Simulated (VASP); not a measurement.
Set up this calculation in VASP 6.6.1, as the native input.

```
Task                   : single point
Functional             : LDA
Potentials or basis    : VASP PAW LDA potentials, release 64 (Pt)
Cutoff                 : 520 eV
k mesh                 : 12 × 12 × 12
Occupations            : fermi-dirac, width 0.05 eV
Spin                   : no spin polarisation
Dipole correction      : no
Further INCAR settings : ALGO = Fast; EDIFF = 1e-07; NBANDS = 11
```

The structure of Pt lies in POSCAR:

```
Pt
1.0
   -1.5842200000      1.5842200000      1.5842200000
    1.5842200000     -1.5842200000      1.5842200000
    1.5842200000      1.5842200000     -1.5842200000
Pt
1
Direct
    0.0000000000      0.0000000000      0.0000000000
```

One way to write it, as run:

INCAR

```
PREC = Accurate
ENCUT = 520
EDIFF = 1E-7
ISMEAR = -1
SIGMA = 0.05
LREAL = F
LASPH = T
NELM = 100
ALGO = Fast
ISIF = 2
LWAVE = F
LCHARG = F
GGA = CA
NBANDS = 11
```

KPOINTS

```
Automatic mesh
0
Gamma
  12 12 12
```

Potentials or basis: VASP PAW LDA potentials, release 64 (Pt).

Run with:

```sh
$ cat potpaw_LDA.64/Pt/POTCAR > POTCAR
$ mpirun -np 1 vasp_std > vasp.out
```

Results of the run:

- Pressure: -15.6 GPa
- Band gap on the k mesh: zero (band 5 reaches 10.93 eV, above the bottom of band 6 at 8.82 eV)

Caveat: spin-orbit coupling is left out, which moves the levels of the heavy elements.

Run time: 14 s on 1 thread of AMD EPYC 7R43 64-Core Processor (Zen 3) (shared host), peak memory 0.09 GiB.
